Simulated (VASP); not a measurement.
# Al16Cu in VASP: notebook

Runs on Al16Cu. Level: PBE+D3(BJ). Tasks: single point.

Program: VASP 6.6.1. These are calculated values, not measurements. Logs are shortened: lines on timing, memory, paths and dates and some standing lists are left out, and cuts for length are marked.

## Step 1: The cell of the first run

The cell holds a slab with vacuum, 17 atoms: a = 5.632 Å, b = 7.965 Å, c = 21.229 Å, α = 90.00°, β = 90.00°, γ = 90.00°.

## Step 2: Single point, PBE+D3(BJ)

The input, INCAR:

```
SYSTEM = Al16Cu
ALGO = Normal
DIPOL = 0.5 0.5 0.303
EDIFF = 1E-7
ENCUT = 520
GGA = PE
IDIPOL = 3
ISIF = 2
ISMEAR = 0
IVDW = 12
LASPH = .True.
LCHARG = .False.
LDIPOL = .True.
LREAL = Auto
LWAVE = .False.
NBANDS = 44
NELM = 80
PREC = Accurate
SIGMA = 0.1
```

The input, KPOINTS:

```
k-points
0
Gamma
  5 4 1
  0 0 0
```

The input, POSCAR:

```
Al16Cu
1.0
    5.6324246412      0.0000000000      0.0000000000
    0.0000000000      7.9654513166      0.0000000000
    0.0000000000      0.0000000000     21.2293510975
Al Cu
16 1
Direct
    0.2500000000      0.2500000000      0.1884183827
    0.2500000000      0.7500000000      0.1884183827
    0.7500000000      0.2500000000      0.1884183827
    0.7500000000      0.7500000000      0.1884183827
    0.0000000000      0.0000000000      0.2547466541
    0.0000000000      0.5000000000      0.2547466541
    0.5000000000      0.0000000000      0.2547466541
    0.5000000000      0.5000000000      0.2547466541
    0.2500000000      0.2500000000      0.3240951258
    0.2500000000      0.7500000000      0.3240951258
    0.7500000000      0.2500000000      0.3240951258
    0.7500000000      0.7500000000      0.3240951258
    0.0000000000      0.0000000000      0.3876402562
    0.0000000000      0.5000000000      0.3876402562
    0.5000000000      0.0000000000      0.3876402562
    0.5000000000      0.5000000000      0.3876402562
    0.2500000000      0.1250000000      0.5289540432
```

Potentials or basis: VASP PAW PBE potentials, release 64 (Al, Cu).

The run is started by

```
$ cat potpaw_PBE.64/Al/POTCAR potpaw_PBE.64/Cu/POTCAR > POTCAR
$ mpirun -np 1 vasp_std > vasp.out
```

OUTCAR:

```text
SYSTEM = Al16Cu
   EDIFF = 1E-7
   ENCUT = 520
   GGA = PE
   ISIF = 2
   ISMEAR = 0
   IVDW = 12
   LASPH = .True.
   LREAL = Auto
   NELM = 80
   PREC = Accurate
 IVDW          = 12

 ion  position               nearest neighbor table
   1  0.250  0.250  0.188-   3 2.82   3 2.82   6 2.82   7 2.82   8 2.82   5 2.82   9 2.88
   2  0.250  0.750  0.188-   4 2.82   4 2.82   6 2.82   7 2.82   8 2.82   5 2.82  10 2.88
   3  0.750  0.250  0.188-   1 2.82   1 2.82   6 2.82   7 2.82   8 2.82   5 2.82  11 2.88
   4  0.750  0.750  0.188-   2 2.82   2 2.82   6 2.82   7 2.82   8 2.82   5 2.82  12 2.88
   5  0.000  0.000  0.255-   7 2.82   7 2.82   3 2.82   4 2.82   1 2.82   2 2.82  13 2.82  11 2.85
                            12 2.85   9 2.85  10 2.85
   6  0.000  0.500  0.255-   8 2.82   8 2.82   3 2.82   4 2.82   1 2.82   2 2.82  14 2.82  11 2.85
                            12 2.85   9 2.85  10 2.85
   7  0.500  0.000  0.255-   5 2.82   5 2.82   3 2.82   4 2.82   1 2.82   2 2.82  15 2.82  11 2.85
                            12 2.85   9 2.85  10 2.85
   8  0.500  0.500  0.255-   6 2.82   6 2.82   3 2.82   4 2.82   1 2.82   2 2.82  16 2.82  11 2.85
                            12 2.85   9 2.85  10 2.85
   9  0.250  0.250  0.324-  13 2.79  14 2.79  15 2.79  16 2.79  11 2.82  11 2.82   7 2.85   8 2.85
                             5 2.85   6 2.85   1 2.88
  10  0.250  0.750  0.324-  13 2.79  14 2.79  15 2.79  16 2.79  12 2.82  12 2.82   7 2.85   8 2.85
                             5 2.85   6 2.85   2 2.88
  11  0.750  0.250  0.324-  13 2.79  14 2.79  15 2.79  16 2.79   9 2.82   9 2.82   7 2.85   8 2.85
                             5 2.85   6 2.85   3 2.88
  12  0.750  0.750  0.324-  13 2.79  14 2.79  15 2.79  16 2.79  10 2.82  10 2.82   7 2.85   8 2.85
                             5 2.85   6 2.85   4 2.88
  13  0.000  0.000  0.388-   9 2.79  10 2.79  11 2.79  12 2.79  15 2.82  15 2.82   5 2.82
  14  0.000  0.500  0.388-   9 2.79  10 2.79  11 2.79  12 2.79  16 2.82  16 2.82   6 2.82
  15  0.500  0.000  0.388-   9 2.79  10 2.79  11 2.79  12 2.79  13 2.82  13 2.82   7 2.82
  16  0.500  0.500  0.388-   9 2.79  10 2.79  11 2.79  12 2.79  14 2.82  14 2.82   8 2.82
  17  0.250  0.125  0.529-

  LATTYP: Found a simple orthorhombic cell.
 ALAT       =     5.6324246412
 B/A-ratio  =     1.4142135624
 C/A-ratio  =     3.7691318482

  Lattice vectors:

 A1 = (   5.6324246412,   0.0000000000,   0.0000000000)
 A2 = (   0.0000000000,   7.9654513166,   0.0000000000)
 A3 = (   0.0000000000,   0.0000000000,  21.2293510975)

Analysis of symmetry for initial positions (statically):
=====================================================================
 Subroutine PRICEL returns:
 Original cell was already a primitive cell.

 Routine SETGRP: Setting up the symmetry group for a
 simple orthorhombic supercell.

 Subroutine GETGRP returns: Found  2 space group operations
 (whereof  1 operations were pure point group operations)
 out of a pool of  8 trial point group operations.

The static configuration has the point symmetry C_1 .
 The point group associated with its full space group is C_1h.

Analysis of symmetry for dynamics (positions and initial velocities):
=====================================================================
 Subroutine PRICEL returns:
 Original cell was already a primitive cell.

 Routine SETGRP: Setting up the symmetry group for a
 simple orthorhombic supercell.

 Subroutine GETGRP returns: Found  2 space group operations
 (whereof  1 operations were pure point group operations)
 out of a pool of  8 trial point group operations.

The dynamic configuration has the point symmetry C_1 .
 The point group associated with its full space group is C_1h.

 Subroutine INISYM returns: Found  2 space group operations
 (whereof  1 operations are pure point group operations),
 and found     1 'primitive' translations

----------------------------------------------------------------------------------------

                                     Primitive cell

  volume of cell :     952.4507

  direct lattice vectors                    reciprocal lattice vectors
     5.632424641  0.000000000  0.000000000     0.177543432  0.000000000  0.000000000
     0.000000000  7.965451317  0.000000000     0.000000000  0.125542165  0.000000000
     0.000000000  0.000000000 21.229351098     0.000000000  0.000000000  0.047104596

  length of vectors
     5.632424641  7.965451317 21.229351098     0.177543432  0.125542165  0.047104596

  position of ions in fractional coordinates (direct lattice)
     0.250000000  0.250000000  0.188418383
     0.250000000  0.750000000  0.188418383
     0.750000000  0.250000000  0.188418383
     0.750000000  0.750000000  0.188418383
     0.000000000  0.000000000  0.254746654
[... 54 lines left out ...]
 Subroutine IBZKPT returns following result:
 ===========================================

 Found      9 irreducible k-points:

 Following reciprocal coordinates:
            Coordinates               Weight
  0.000000  0.000000  0.000000      1.000000
  0.200000  0.000000  0.000000      2.000000
  0.400000  0.000000  0.000000      2.000000
  0.000000  0.250000  0.000000      2.000000
  0.200000  0.250000  0.000000      4.000000
  0.400000  0.250000  0.000000      4.000000
  0.000000  0.500000  0.000000      1.000000
  0.200000  0.500000  0.000000      2.000000
  0.400000  0.500000  0.000000      2.000000
   k-points           NKPTS =      9   k-points in BZ     NKDIM =      9   number of bands    NBANDS=     44
   number of dos      NEDOS =    301   number of ions     NIONS =     17
   total plane-waves  NPLWV = 403200
   dimension x,y,z NGX =    42 NGY =   60 NGZ =  160
   dimension x,y,z NGXF=    84 NGYF=  120 NGZF=  320
   ions per type =              16   1
   NGX,Y,Z   is equivalent  to a cutoff of  12.40, 12.52, 12.53 a.u.
   NGXF,Y,Z  is equivalent  to a cutoff of  24.79, 25.05, 25.06 a.u.
 SYSTEM =  Al16Cu
   PREC   = accura    normal or accurate (medium, high low for compatibility)
   ISTART =      0    job   : 0-new  1-cont  2-samecut
   ICHARG =      2    charge: 1-file 2-atom 10-const
   ISPIN  =      1    spin polarized calculation?
   LNONCOLLINEAR =      F non collinear calculations
   LSORBIT =      F    spin-orbit coupling
   LASPH  =      T    aspherical Exc in radial PAW
   ENCUT  =  520.0 eV  38.22 Ry    6.18 a.u.  10.47 14.81 39.47*2*pi/ulx,y,z
   NELM   =     80;   NELMIN=  2; NELMDL= -5     # of ELM steps
   EDIFF  = 0.1E-06   stopping-criterion for ELM
   LREAL  =      T    real-space projection
   EDIFFG = 0.1E-05   stopping-criterion for IOM
   NSW    =      0    number of steps for IOM
   IBRION =     -1    ionic relax: 0-MD 1-quasi-New 2-CG
   NFREE  =      0    steps in history (QN), initial steepest desc. (CG)
   ISIF   =      2    stress and relaxation
   ISYM   =      2    0-nonsym 1-usesym 2-fastsym
   POTIM  = 0.5000    time-step for ionic-motion
   TEBEG  =    0.0;   TEEND  =   0.0 temperature during run
   PSTRESS=    0.0 pullay stress
   NELECT =      59.0000    total number of electrons
   NUPDOWN=      -1.0000    fix difference up-down
   EMIN   =  10.00;   EMAX   =-10.00  energy-range for DOS
   EFERMI =   0.00;   METHOD = LEGACY
   ISMEAR =     0;   SIGMA  =   0.10  broadening in eV -4-tet -1-fermi 0-gaus
   EFERMI_NEDOS =   21; number of points for ismear=-14 and -15
   IALGO  =     38    algorithm
   IMIX   =      4    mixing-type and parameters
     AMIX     =   0.40;   BMIX     =  1.00
     AMIX_MAG =   1.60;   BMIX_MAG =  1.00
  volume/ion in A,a.u.               =      56.03       378.09
  Fermi-wavevector in a.u.,A,eV,Ry     =   0.647756  1.224081  5.708836  0.419588
  Thomas-Fermi vector in A             =   1.716167
   LORBIT       =      0    0 simple, 1 ext, 2 COOP (PROOUT), +10 PAW based schemes
   GGA     = PE    functional components
   LHFCALC =     F    Hartree Fock is set to
   AEXX    =    0.0000 exact exchange contribution
   IVDW    =    12    specifies the selected vdW correction
   LEPSILON=     F    determine dielectric tensor
   LRPA    =     F    only Hartree local field effects (RPA)
 non-spin polarized calculation
 Gauss-broadening in eV      SIGMA  =   0.10
  energy-cutoff  :      520.00
  volume of cell :      952.45
 maximum number of plane-waves:     25710
 NGX is ok and might be reduce to    42
   NGX = 21   NGY = 29   NGZ = 79

 dipolmoment           0.000000      0.000000     -0.002316 electrons x Angstroem

 number of electron      59.0000014 magnetization

 dipolmoment           0.000000      0.000000      0.071089 electrons x Angstroem

 Free energy of the ion-electron system (eV)
  ---------------------------------------------------
  ext. energy  EPLUGINS =         0.00000000
  ---------------------------------------------------
  free energy    TOTEN  =       -55.84946387 eV

  energy without entropy =      -55.78180438  energy(sigma->0) =      -55.81563412

 E-fermi :  -0.6054     XC(G=0):  -4.1335

 val. band max:       -0.6076131635   @ k =   0.2000   0.2500   0.0000
 cond. band min:      -0.5890285346   @ k =   0.0000   0.2500   0.0000
 fundamental gap:      0.0185846289
 Fermi energy:        -0.6053923340

 k-point     1 :       0.0000    0.0000    0.0000
  band No.  band energies     occupation
      1     -11.0576      2.00000
      2      -8.8050      2.00000
      3      -8.7516      2.00000
      4      -8.6108      2.00000
      5      -6.5158      2.00000
      6      -6.4856      2.00000
[... 385 lines left out ...]
     40       1.9148      0.00000
     41       2.0019      0.00000
 [bands above 41 left out]

------------------------ aborting loop because EDIFF is reached ----------------------------------------

 vacuum level on the upper side and lower side of the slab       (xc-potential included)        -0.035        -0.272

 Edisp (eV)   -3.57493

 E8    (eV) :    -1.6706

  FORCE on cell =-STRESS in cart. coord.  units (eV):
  Direction    XX          YY          ZZ          XY          YZ          ZX
  --------------------------------------------------------------------------------------
  -------------------------------------------------------------------------------------
  Total     -12.00372    -3.88981    -4.65586     0.00000    -0.50688     0.00000
  in kB     -20.19221    -6.54330    -7.83192     0.00000    -0.85265     0.00000
  external pressure =      -11.52 kB  Pullay stress =        0.00 kB

 VOLUME and BASIS-vectors are now :
 -----------------------------------------------------------------------------
  energy-cutoff  :      520.00
  volume of cell :      952.45
      direct lattice vectors                 reciprocal lattice vectors
     5.632424641  0.000000000  0.000000000     0.177543432  0.000000000  0.000000000
     0.000000000  7.965451317  0.000000000     0.000000000  0.125542165  0.000000000
     0.000000000  0.000000000 21.229351098     0.000000000  0.000000000  0.047104596

 POSITION                                       TOTAL-FORCE (eV/Angst)
 -----------------------------------------------------------------------------------
      1.40811      1.99136      4.00000         0.000000     -0.018295      0.171408
      1.40811      5.97409      4.00000         0.000000     -0.007669      0.157644
      4.22432      1.99136      4.00000         0.000000     -0.004816      0.185103
      4.22432      5.97409      4.00000         0.000000     -0.014289      0.140493
      0.00000      0.00000      5.40811        -0.123371     -0.009665     -0.142999
      0.00000      3.98273      5.40811        -0.031712      0.017075     -0.093696
[... 9 lines left out ...]
      2.81621      3.98273      8.22935        -0.020704     -0.039780      0.060924
      1.40811      0.99568     11.22935         0.000000     -0.204557     -1.111463
 -----------------------------------------------------------------------------------
    total drift:                                0.000000     -0.000065     -0.003535

  FREE ENERGIE OF THE ION-ELECTRON SYSTEM (eV)
  ---------------------------------------------------
  free  energy   TOTEN  =       -59.4243911428 eV

  energy  without entropy=      -59.3567316544  energy(sigma->0) =      -59.39056140

 vacuum level on the upper side and lower side of the slab         3.568         3.325
```

Wall time 12 min (1 thread of Intel Xeon 6975P-C (Granite Rapids), shared host); peak memory 0.87 GiB.

Results:

```
Free energy                : -59.4244 eV
Largest force              : 1.130 eV/Å
Band gap on the k mesh     : zero (an odd number of electrons rules out a gap without spin polarisation)
Dispersion energy per atom : -0.210 eV
```

Forces in eV/Å, atoms in the order of the input:
```
Al   0.000 -0.018  0.171
Al   0.000 -0.008  0.158
Al   0.000 -0.005  0.185
Al   0.000 -0.014  0.140
Al  -0.123 -0.010 -0.143
Al  -0.032  0.017 -0.094
Al   0.123 -0.010 -0.143
Al   0.032  0.017 -0.094
Al   0.000  0.011 -0.082
Al   0.000  0.037  0.023
Al   0.000 -0.048 -0.037
Al   0.000  0.032 -0.067
Al   0.037  0.141  0.486
Al   0.021 -0.040  0.061
Al  -0.037  0.141  0.486
Al  -0.021 -0.040  0.061
Cu   0.000 -0.205 -1.111
```

(Continued in part 2 of 2.)

The gap in the log of VASP goes by the Fermi energy; the results here count the filled bands.